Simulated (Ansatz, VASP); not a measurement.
## KF: VASP beside Ansatz

```
K F
1.0
     0.00000    2.71054    2.40560
     2.66310    0.00000    2.40560
     2.66310    2.71054    0.00000
K F
1 1
Cartesian
  0.0000 0.0000 0.0000
  2.6631 2.7105 2.4056
```

Change from the starting cell: normal strain along x -0.0175, normal strain along z -0.1125.

Alike in both runs: task single point; functional PBE; k mesh 8 × 8 × 8; occupations gaussian, width 0.05 eV; no spin polarisation.

```csv
,VASP,Ansatz
version,VASP 6.6.1,Ansatz 0.2.0
potentials or method,"VASP PAW PBE potentials, release 64 (K_sv, F), cutoff 520 eV","scalar-relativistic, plane waves, PAW"
valence electrons in the cell,16,16
```

Ansatz gave:

- gap on the k mesh at the Fermi level (eV): 6.38
- least direct gap on the mesh (eV): 6.38
- pressure (GPa): 7.1
- traceless stress, the component that is largest in VASP (GPa): 8.46

Q: What did VASP give for the same quantities?

A: gap on the k mesh at the Fermi level (eV): 6.36; least direct gap on the mesh (eV): 6.36; pressure (GPa): 7.3; traceless stress, the component that is largest in VASP (GPa): 8.78.

With one functional, cell and mesh, what is left measures potentials, basis and numerics.
